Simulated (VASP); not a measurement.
# B (Fm-3m) in VASP: notebook, part 2 of 2

VASP 6.6.1. Earlier steps stand in the parts before.

## (3) Single point, BLYP (volume scaled by 0.88)

The input, INCAR:

```
SYSTEM = B
AGGAC    = 1.0          
AGGAX    = 1.0          
ALDAC    = 0.0          
ALDAX    = 1.0          
ALGO     = Normal         ! electronic algorithm
EDIFF    = 1E-7           ! SCF threshold, eV
ENCUT    = 520            ! plane-wave cutoff, eV
GGA      = B5             ! functional
ISIF     = 2              ! what is computed and relaxed
ISMEAR   = -1             ! smearing method
LASPH    = .TRUE.         ! aspherical terms in the spheres
LCHARG   = .FALSE.        ! write CHGCAR
LREAL    = .FALSE.        ! projectors in reciprocal space
LWAVE    = .FALSE.        ! write WAVECAR
NBANDS   = 8              ! bands
NELM     = 80             ! most SCF steps
PREC     = Accurate       ! precision mode
SIGMA    = 0.1            ! smearing width, eV
```

The input, KPOINTS:

```
k-points
0
G
  21 21 21
  0 0 0
```

The input, POSCAR:

```
B
1.0
    0.0000000000      1.3875044843      1.3875044843
    1.3875044843      0.0000000000      1.3875044843
    1.3875044843      1.3875044843      0.0000000000
B
1
Direct
    0.0000000000      0.0000000000      0.0000000000
```

Potentials or basis: VASP PAW PBE potentials, release 64 (B).

Run with:

```sh
> cat potpaw_PBE.64/B/POTCAR > POTCAR
> mpirun -np 1 vasp_std > vasp.out
```

OUTCAR:

```text
SYSTEM = B
   EDIFF = 1E-7
   ENCUT = 520
   GGA = B5
   ISIF = 2
   ISMEAR = -1
   LASPH = .TRUE.
   LREAL = .FALSE.
   NELM = 80
   PREC = Accurate

 ion  position               nearest neighbor table
   1  0.000  0.000  0.000-

  LATTYP: Found a face centered cubic cell.
 ALAT       =     2.7750089686

  Lattice vectors:

 A1 = (   0.0000000000,   1.3875044843,   1.3875044843)
 A2 = (   1.3875044843,   0.0000000000,   1.3875044843)
 A3 = (   1.3875044843,   1.3875044843,   0.0000000000)

Analysis of symmetry for initial positions (statically):
=====================================================================
 Subroutine PRICEL returns:
 Original cell was already a primitive cell.

 Routine SETGRP: Setting up the symmetry group for a
 face centered cubic supercell.

 Subroutine GETGRP returns: Found 48 space group operations
 (whereof 48 operations were pure point group operations)
 out of a pool of 48 trial point group operations.

The static configuration has the point symmetry O_h .

Analysis of symmetry for dynamics (positions and initial velocities):
=====================================================================
 Subroutine PRICEL returns:
 Original cell was already a primitive cell.

 Routine SETGRP: Setting up the symmetry group for a
 face centered cubic supercell.

 Subroutine GETGRP returns: Found 48 space group operations
 (whereof 48 operations were pure point group operations)
 out of a pool of 48 trial point group operations.

The dynamic configuration has the point symmetry O_h .

 Subroutine INISYM returns: Found 48 space group operations
 (whereof 48 operations are pure point group operations),
 and found     1 'primitive' translations

----------------------------------------------------------------------------------------

                                     Primitive cell

[... 102 lines left out ...]
   EFERMI =   0.00;   METHOD = LEGACY
   ISMEAR =    -1;   SIGMA  =   0.10  broadening in eV -4-tet -1-fermi 0-gaus
   EFERMI_NEDOS =   21; number of points for ismear=-14 and -15
   IALGO  =     38    algorithm
   IMIX   =      4    mixing-type and parameters
     AMIX     =   0.40;   BMIX     =  1.00
     AMIX_MAG =   1.60;   BMIX_MAG =  1.00
  volume/ion in A,a.u.               =       5.34        36.05
  Fermi-wavevector in a.u.,A,eV,Ry     =   1.350634  2.552327 24.819896  1.824211
  Thomas-Fermi vector in A             =   2.478122
   LORBIT       =      0    0 simple, 1 ext, 2 COOP (PROOUT), +10 PAW based schemes
   GGA     = B5    functional components
   LHFCALC =     F    Hartree Fock is set to
   AEXX    =    0.0000 exact exchange contribution
   IVDW    =     0    specifies the selected vdW correction
   LEPSILON=     F    determine dielectric tensor
   LRPA    =     F    only Hartree local field effects (RPA)
 non-spin polarized calculation
  energy-cutoff  :      520.00
  volume of cell :        5.34
 maximum number of plane-waves:       153
   NGX =  7   NGY =  7   NGZ =  7

 number of electron       3.0000000 magnetization

 Free energy of the ion-electron system (eV)
  ---------------------------------------------------
  ext. energy  EPLUGINS =         0.00000000
  ---------------------------------------------------
  free energy    TOTEN  =        -4.29906986 eV

  energy without entropy =       -4.29247852  energy(sigma->0) =       -4.29577419

 E-fermi :  12.3017     XC(G=0): -12.8033

 val. band max:       12.2858924749   @ k =  -0.4286   0.4286   0.0476
 cond. band min:      12.3314663305   @ k =  -0.4286   0.4762   0.0476
 fundamental gap:      0.0455738556
 Fermi energy:        12.3017200288

 k-point     1 :       0.0000    0.0000    0.0000
  band No.  band energies     occupation
      1      -7.9869      2.00000
      2      29.2725      0.00000
      3      29.2725      0.00000
      4      29.2725      0.00000
      5      46.6880      0.00000
      6      46.6880      0.00000
      7      46.6880      0.00000
      8      50.6268      0.00000
[... 243 lines left out ...]
 k-point    24 :      -0.3810    0.0476    0.0000
  band No.  band energies     occupation
      1      -0.9128      2.00000
      2      10.0168      2.00000
      3      25.4950      0.00000
      4      26.5207      0.00000
      5      42.5211      0.00000
      6      44.0938      0.00000
      7      47.8018      0.00000
      8      49.4991      0.00000

 [... further k-points ...]
[... 5 lines left out ...]
  --------------------------------------------------------------------------------------
  -------------------------------------------------------------------------------------
  Total        1.3195479      1.3195479      1.3195479     -0.0000000     -0.0000000      0.0000000
  in kB      395.7332653    395.7332653    395.7332653     -0.0000000     -0.0000000      0.0000000
  external PRESSURE =     395.7332653 kB  Pullay stress =       0.0000000 kB

 VOLUME and BASIS-vectors are now :
 -----------------------------------------------------------------------------
  energy-cutoff  :      520.00
  volume of cell :        5.34
      direct lattice vectors                 reciprocal lattice vectors
     0.000000000  1.387504484  1.387504484    -0.360359196  0.360359196  0.360359196
     1.387504484  0.000000000  1.387504484     0.360359196 -0.360359196  0.360359196
     1.387504484  1.387504484  0.000000000     0.360359196  0.360359196 -0.360359196

 POSITION                                       TOTAL-FORCE (eV/Angst)
 -----------------------------------------------------------------------------------
      0.00000      0.00000      0.00000        -0.000000     -0.000000     -0.000000
 -----------------------------------------------------------------------------------
    total drift:                               -0.000000     -0.000000     -0.000000

  FREE ENERGIE OF THE ION-ELECTRON SYSTEM (eV)
  ---------------------------------------------------
  free  energy   TOTEN  =        -4.2990698567 eV

  energy  without entropy=       -4.2924785211  energy(sigma->0) =       -4.29577419
```

stdout:

```text
POSCAR found type information on POSCAR B
 POSCAR found :  1 types and       1 ions
 scaLAPACK will be used
 -----------------------------------------------------------------------------
|                                                                             |
|                                                                             |
|     You enforced a specific xc type in the INCAR file but a different       |
|     I HOPE YOU KNOW WHAT YOU ARE DOING!                                     |
|                                                                             |
 -----------------------------------------------------------------------------

 LDA part: xc-table for (Slater(with rela. corr.)+VWN5), standard interpolation
 POSCAR, INCAR and KPOINTS ok, starting setup
 FFT: planning ... GRIDC
 FFT: planning ... GRID_SOFT
 FFT: planning ... GRID
 WAVECAR not read
 entering main loop
```

Wall time 7.4 s (1 thread of Intel Xeon Platinum 8259CL at 2.50GHz (Skylake/Cascade Lake), shared host); peak memory 0.11 GiB.

What came out:

```yaml
Free_energy: -4.2991 eV
Pressure: 39.6 GPa
```

Levels at points of the mesh, in eV from the Fermi level:
| k point | band 1 | band 2 | band 3 | band 4 | band 5 | band 6 |
| --- | --- | --- | --- | --- | --- | --- |
| (0.00, 0.00, 0.00) | -20.29 | 16.97 | 16.97 | 16.97 | 34.39 | 34.39 |

Caveat: the PAW data sets were made with another functional, which shifts forces and pressure a little.

## (4) Single point, BLYP (volume scaled by 0.92)

The input, INCAR:

```
SYSTEM = B
AGGAC = 1.0
AGGAX = 1.0
ALDAC = 0.0
ALDAX = 1.0
ALGO = Normal
EDIFF = 1E-6
ENCUT = 520
GGA = B5
ISIF = 2
ISMEAR = -1
LASPH = .True.
LCHARG = .False.
LREAL = .False.
LWAVE = .False.
NBANDS = 8
NELM = 80
PREC = Accurate
SIGMA = 0.1
```

The input, KPOINTS:

```
k-points
0
Gamma
  21 21 21
  0 0 0
```

The input, POSCAR:

```
B
1.0
    0.0000000000      1.4082165600      1.4082165600
    1.4082165600      0.0000000000      1.4082165600
    1.4082165600      1.4082165600      0.0000000000
B
1
Direct
    0.0000000000      0.0000000000      0.0000000000
```

Run with:

```sh
> cat potpaw_PBE.64/B/POTCAR > POTCAR
> mpirun -np 1 vasp_std > vasp.out
```

It took 6.8 s on 1 thread of Intel Xeon Platinum 8259CL at 2.50GHz (Skylake/Cascade Lake), shared host; peak memory 0.11 GiB.

It converged, with:

```yaml
Free_energy: -4.3469 eV
Pressure: 23.7 GPa
```

Levels at points of the mesh, in eV from the Fermi level:
| k point | band 1 | band 2 | band 3 | band 4 | band 5 |
| --- | --- | --- | --- | --- | --- |
| (0.00, 0.00, 0.00) | -19.74 | 16.28 | 16.28 | 16.28 | 33.53 |

Caveat: the PAW data sets were made with another functional, which shifts forces and pressure a little.

## (5) The runs side by side

```tsv
cell	k mesh	gap on the mesh (eV)	pressure (GPa)
a = 2.048 Å, angles 60.0°, 1 atom	18 × 18 × 18	none	0.2
a = 1.962 Å, angles 60.0°, 1 atom	21 × 21 × 21	none	39.6
a = 1.992 Å, angles 60.0°, 1 atom	21 × 21 × 21	none	23.7
```

Alike in all rows: task single point; level BLYP; potentials or basis VASP PAW PBE potentials, release 64 (B); no spin polarisation; cutoff (eV) 520; smearing fermi-dirac 0.1 eV.

Caveats: the PAW data sets were made with another functional, which shifts forces and pressure a little.

Total energies depend on the potentials used, so only differences within one code and one set of settings carry meaning.
